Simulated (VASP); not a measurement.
# V (Im-3m) in VASP: a series of runs

Runs on V. Level: PBE. Tasks: single point, relaxation of cell and atoms.

All numbers are computed with VASP 6.6.1; they aren't measurements. Logs are shortened: lines on timing, memory, paths and dates and some standing lists are left out, and cuts for length are marked.

### 1 The cell of the first run

The structure is cubic, space group Im-3m (No. 229). Conventional cell: a = 3.094 Å, b = 3.094 Å, c = 3.094 Å, α = 90.00°, β = 90.00°, γ = 90.00°. Within 3.5 Å of V (site symmetry m-3m) lie 14 V at 2.68 to 3.09 Å.

### 2 Single point, PBE (14.81 Å³/atom)

Contents of INCAR:

```
PREC = Accurate
ENCUT = 520
EDIFF = 1E-6
ISMEAR = 0
SIGMA = 0.1
LREAL = False
LASPH = True
NELM = 100
ALGO = Fast
ISIF = 2
LWAVE = False
LCHARG = True
GGA = PE
LELF = True
LVHAR = True
NBANDS = 12
```

Contents of KPOINTS:

```
Automatic mesh
0
Gamma
  20 20 20
```

Contents of POSCAR:

```
V
1.0
   -1.5469859776      1.5469859776      1.5469859776
    1.5469859776     -1.5469859776      1.5469859776
    1.5469859776      1.5469859776     -1.5469859776
V
1
Direct
    0.0000000000      0.0000000000      0.0000000000
```

Potentials or basis: VASP PAW PBE potentials, release 64 (V_sv).

Command:

```console
> cat potpaw_PBE.64/V_sv/POTCAR > POTCAR
> mpirun -np 1 vasp_std > vasp.out
```

OUTCAR:

```text
PREC = Accurate
   ENCUT = 520
   EDIFF = 1E-6
   ISMEAR = 0
   LREAL = False
   LASPH = True
   NELM = 100
   ISIF = 2
   GGA = PE

 ion  position               nearest neighbor table
   1  0.000  0.000  0.000-

  LATTYP: Found a body centered cubic cell.
 ALAT       =     3.0939719552

  Lattice vectors:

 A1 = (  -1.5469859776,   1.5469859776,   1.5469859776)
 A2 = (   1.5469859776,  -1.5469859776,   1.5469859776)
 A3 = (   1.5469859776,   1.5469859776,  -1.5469859776)

Analysis of symmetry for initial positions (statically):
=====================================================================
 Subroutine PRICEL returns:
 Original cell was already a primitive cell.

 Routine SETGRP: Setting up the symmetry group for a
 body centered cubic supercell.

 Subroutine GETGRP returns: Found 48 space group operations
 (whereof 48 operations were pure point group operations)
 out of a pool of 48 trial point group operations.

The static configuration has the point symmetry O_h .

Analysis of symmetry for dynamics (positions and initial velocities):
=====================================================================
 Subroutine PRICEL returns:
 Original cell was already a primitive cell.

 Routine SETGRP: Setting up the symmetry group for a
 body centered cubic supercell.

 Subroutine GETGRP returns: Found 48 space group operations
 (whereof 48 operations were pure point group operations)
 out of a pool of 48 trial point group operations.

The dynamic configuration has the point symmetry O_h .

 Subroutine INISYM returns: Found 48 space group operations
 (whereof 48 operations are pure point group operations),
 and found     1 'primitive' translations

----------------------------------------------------------------------------------------

                                     Primitive cell

  volume of cell :      14.8088

  direct lattice vectors                    reciprocal lattice vectors
    -1.546985978  1.546985978  1.546985978     0.000000000  0.323209135  0.323209135
     1.546985978 -1.546985978  1.546985978     0.323209135  0.000000000  0.323209135
     1.546985978  1.546985978 -1.546985978     0.323209135  0.323209135  0.000000000

  length of vectors
     2.679458312  2.679458312  2.679458312     0.457086742  0.457086742  0.457086742

  position of ions in fractional coordinates (direct lattice)
     0.000000000  0.000000000  0.000000000

  ion indices of the primitive-cell ions
   primitive index   ion index
                 1           1

----------------------------------------------------------------------------------------

 KPOINTS: Automatic mesh

Automatic generation of k-mesh.
 Grid dimensions read from file:
 generate k-points for:   20   20   20

 Generating k-lattice:

  Cartesian coordinates                     Fractional coordinates (reciprocal lattice)
     0.000000000  0.016160457  0.016160457     0.050000000  0.000000000  0.000000000
     0.016160457  0.000000000  0.016160457     0.000000000  0.050000000  0.000000000
     0.016160457  0.016160457  0.000000000     0.000000000  0.000000000  0.050000000

  Length of vectors
     0.022854337  0.022854337  0.022854337

  Shift w.r.t. Gamma in fractional coordinates (k-lattice)
     0.000000000  0.000000000  0.000000000

 Subroutine IBZKPT returns following result:
 ===========================================

 Found    256 irreducible k-points:

 Following reciprocal coordinates:
            Coordinates               Weight
  0.000000  0.000000  0.000000      1.000000
  0.050000  0.000000  0.000000     12.000000
  0.100000  0.000000  0.000000     12.000000
  0.150000  0.000000  0.000000     12.000000
  0.200000  0.000000  0.000000     12.000000
  0.250000  0.000000  0.000000     12.000000
[... 16 lines left out ...]
  0.200000  0.100000  0.000000     48.000000
  0.250000  0.100000 -0.000000     48.000000
 [... further k-points ...]
   k-points           NKPTS =    256   k-points in BZ     NKDIM =    256   number of bands    NBANDS=     12
   number of dos      NEDOS =    301   number of ions     NIONS =      1
   total plane-waves  NPLWV =   8000
   dimension x,y,z NGX =    20 NGY =   20 NGZ =   20
   dimension x,y,z NGXF=    40 NGYF=   40 NGZF=   40
   ions per type =               1
   NGX,Y,Z   is equivalent  to a cutoff of  12.41, 12.41, 12.41 a.u.
   NGXF,Y,Z  is equivalent  to a cutoff of  24.82, 24.82, 24.82 a.u.
 SYSTEM =  unknown system
   PREC   = accura    normal or accurate (medium, high low for compatibility)
   ISTART =      0    job   : 0-new  1-cont  2-samecut
   ICHARG =      2    charge: 1-file 2-atom 10-const
   ISPIN  =      1    spin polarized calculation?
   LNONCOLLINEAR =      F non collinear calculations
   LSORBIT =      F    spin-orbit coupling
   LASPH  =      T    aspherical Exc in radial PAW
   ENCUT  =  520.0 eV  38.22 Ry    6.18 a.u.   4.98  4.98  4.98*2*pi/ulx,y,z
   NELM   =    100;   NELMIN=  2; NELMDL= -5     # of ELM steps
   EDIFF  = 0.1E-05   stopping-criterion for ELM
   LREAL  =      F    real-space projection
   EDIFFG = 0.1E-04   stopping-criterion for IOM
   NSW    =      0    number of steps for IOM
   IBRION =     -1    ionic relax: 0-MD 1-quasi-New 2-CG
   NFREE  =      0    steps in history (QN), initial steepest desc. (CG)
   ISIF   =      2    stress and relaxation
   ISYM   =      2    0-nonsym 1-usesym 2-fastsym
   POTIM  = 0.5000    time-step for ionic-motion
   TEBEG  =    0.0;   TEEND  =   0.0 temperature during run
   PSTRESS=    0.0 pullay stress
   NELECT =      13.0000    total number of electrons
   NUPDOWN=      -1.0000    fix difference up-down
   EMIN   =  10.00;   EMAX   =-10.00  energy-range for DOS
   EFERMI =   0.00;   METHOD = LEGACY
   ISMEAR =     0;   SIGMA  =   0.10  broadening in eV -4-tet -1-fermi 0-gaus
   EFERMI_NEDOS =   21; number of points for ismear=-14 and -15
   IALGO  =     68    algorithm
   IMIX   =      4    mixing-type and parameters
     AMIX     =   0.40;   BMIX     =  1.00
     AMIX_MAG =   1.60;   BMIX_MAG =  1.00
  volume/ion in A,a.u.               =      14.81        99.93
  Fermi-wavevector in a.u.,A,eV,Ry     =   1.567531  2.962205 33.431618  2.457155
  Thomas-Fermi vector in A             =   2.669697
   LORBIT       =      0    0 simple, 1 ext, 2 COOP (PROOUT), +10 PAW based schemes
   GGA     = PE    functional components
   LHFCALC =     F    Hartree Fock is set to
   AEXX    =    0.0000 exact exchange contribution
   IVDW    =     0    specifies the selected vdW correction
   LEPSILON=     F    determine dielectric tensor
   LRPA    =     F    only Hartree local field effects (RPA)
 non-spin polarized calculation
 RMM-DIIS sequential band-by-band and
 Gauss-broadening in eV      SIGMA  =   0.10
  energy-cutoff  :      520.00
  volume of cell :       14.81
 maximum number of plane-waves:       420
   NGX =  9   NGY =  9   NGZ =  9

 number of electron      13.0000010 magnetization

 Free energy of the ion-electron system (eV)
  ---------------------------------------------------
  ext. energy  EPLUGINS =         0.00000000
  ---------------------------------------------------
  free energy    TOTEN  =        -8.93279043 eV

  energy without entropy =       -8.92305867  energy(sigma->0) =       -8.92792455

 E-fermi :   8.5722     XC(G=0): -12.3998

 val. band max:        8.5679579828   @ k =  -0.1500   0.2500   0.0500
 cond. band min:       8.5804755924   @ k =   0.2000   0.0500   0.0000
 fundamental gap:      0.0125176096
 Fermi energy:         8.5721914740

 k-point     1 :       0.0000    0.0000    0.0000
  band No.  band energies     occupation
      1     -55.2703      2.00000
      2     -28.7024      2.00000
      3     -28.7024      2.00000
      4     -28.7024      2.00000
      5       2.2122      2.00000
      6       8.9575      0.00000
      7       8.9575      0.00000
      8       8.9575      0.00000
      9      10.7397      0.00000
     10      10.7397      0.00000
     11      28.3167      0.00000
     12      28.3167      0.00000

 k-point     2 :       0.0500    0.0000    0.0000
  band No.  band energies     occupation
      1     -55.2670      2.00000
      2     -28.7192      2.00000
      3     -28.7076      2.00000
      4     -28.7024      2.00000
      5       2.3052      2.00000
      6       8.9200      0.00000
      7       8.9502      0.00000
      8       9.0208      0.00000
      9      10.6966      0.00000
     10      10.7422      0.00000
     11      28.0954      0.00000
     12      28.2924      0.00000

 k-point     3 :       0.1000    0.0000    0.0000
  band No.  band energies     occupation
      1     -55.2575      2.00000
      2     -28.7678      2.00000
      3     -28.7229      2.00000
      4     -28.7027      2.00000
      5       2.5791      2.00000
      6       8.8127      0.00067
      7       8.9183      0.00000
      8       9.2076      0.00000
      9      10.5903      0.00000
     10      10.7505      0.00000
     11      27.4497      0.00000
     12      28.1671      0.00000
[... 286 lines left out ...]
 k-point    23 :       0.2000    0.1000    0.0000
  band No.  band energies     occupation
      1     -55.1968      2.00000
      2     -29.0592      2.00000
      3     -28.8104      2.00000
      4     -28.7255      2.00000
      5       4.4639      2.00000
      6       8.2307      2.00000
      7       8.3878      1.99090
      8      10.3281      0.00000
      9      10.6323      0.00000
     10      10.9441      0.00000
     11      23.6078      0.00000
     12      25.4010      0.00000

 k-point    24 :       0.2500    0.1000   -0.0000
  band No.  band energies     occupation
      1     -55.1769      2.00000
      2     -29.1484      2.00000
      3     -28.8479      2.00000
      4     -28.7270      2.00000
      5       5.0869      2.00000
      6       8.0293      2.00000
      7       8.3209      1.99962
      8      10.4068      0.00000
      9      10.9770      0.00000
     10      11.1944      0.00000
     11      22.0099      0.00000
     12      24.6855      0.00000

 [... further k-points ...]

------------------------ aborting loop because EDIFF is reached ----------------------------------------

  FORCE on cell =-STRESS in cart. coord.  units (eV):
  Direction    XX          YY          ZZ          XY          YZ          ZX
  --------------------------------------------------------------------------------------
  -------------------------------------------------------------------------------------
  Total       -1.3269881     -1.3269881     -1.3269881      0.0000000      0.0000000      0.0000000
  in kB     -143.5682796   -143.5682796   -143.5682796      0.0000000      0.0000000      0.0000000
  external PRESSURE =    -143.5682796 kB  Pullay stress =       0.0000000 kB

 VOLUME and BASIS-vectors are now :
 -----------------------------------------------------------------------------
  energy-cutoff  :      520.00
  volume of cell :       14.81
      direct lattice vectors                 reciprocal lattice vectors
    -1.546985978  1.546985978  1.546985978     0.000000000  0.323209135  0.323209135
     1.546985978 -1.546985978  1.546985978     0.323209135  0.000000000  0.323209135
     1.546985978  1.546985978 -1.546985978     0.323209135  0.323209135  0.000000000

 POSITION                                       TOTAL-FORCE (eV/Angst)
 -----------------------------------------------------------------------------------
      0.00000      0.00000      0.00000         0.000000     -0.000000     -0.000000
 -----------------------------------------------------------------------------------
    total drift:                                0.000000     -0.000000      0.000000

  FREE ENERGIE OF THE ION-ELECTRON SYSTEM (eV)
  ---------------------------------------------------
  free  energy   TOTEN  =        -8.9327904280 eV

  energy  without entropy=       -8.9230586735  energy(sigma->0) =       -8.92792455
```

Run time: 48 s. Hardware: 1 thread of Intel Xeon 8259CL, shared host; peak memory 0.16 GiB.

What came out:

```yaml
Free_energy: -8.9328 eV
Pressure: -14.4 GPa
Band_gap_on_the_k_mesh: zero (an odd number of electrons rules out a gap without spin polarisation)
```

Levels at points of the mesh, in eV from the Fermi level:
| k point | band 4 | band 5 | band 6 | band 7 | band 8 | band 9 | band 10 | band 11 |
| --- | --- | --- | --- | --- | --- | --- | --- | --- |
| (0.00, 0.00, 0.00) | -37.27 | -6.36 | 0.39 | 0.39 | 0.39 | 2.17 | 2.17 | 19.74 |
| (0.50, 0.00, 0.00) | -37.28 | -2.87 | -0.96 | 1.35 | 2.15 | 2.47 | 3.62 | 9.04 |
| (0.50, 0.50, 0.50) | -37.73 | -2.59 | -2.59 | 3.28 | 3.28 | 3.28 | 9.36 | 9.36 |

Caveat: the cell stands under tension.

[end of part 1 of 2]
